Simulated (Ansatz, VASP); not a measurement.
**SrTiO: VASP beside Ansatz**

```xyz
3
Lattice="3.4541 0.0000 0.0000 -1.7270 2.9913 0.0000 0.0000 0.0000 6.2805" Properties=species:S:1:pos:R:3 pbc="T T T"
Sr    0.0000    0.0000    0.0000
Ti    0.0000    1.9942    3.1402
O     1.7270    0.9971    3.1402
```

Change from the starting cell: species swapped into the SrGaGe type (P-6m2, No. 187).

Alike in both runs: functional PBE; k mesh 18 × 18 × 8; occupations gaussian, width 0.1 eV; no spin polarisation.

Ansatz relaxed the structure, and its values are those at the end. VASP's run is a single point on that final structure, the one shown.

|  | VASP | Ansatz |
| --- | --- | --- |
| version | VASP 6.6.1 | Ansatz 0.2.0 |
| potentials or method | VASP PAW PBE potentials, release 64 (Sr_sv, Ti_sv, O), cutoff 520 eV | scalar-relativistic, plane waves, PAW |
| valence electrons in the cell | 28 | 28 |

Ansatz gave:

| Property | Result |
| --- | --- |
| gap on the k mesh at the Fermi level (eV) | none |
| pressure (GPa) | 0.0 |

What did VASP give for the same quantities?

gap on the k mesh at the Fermi level (eV): none; pressure (GPa): 0.2.

A gap of «none» marks a metal or a gap that the smearing closes. With one functional, cell and mesh, what is left measures potentials, basis and numerics.
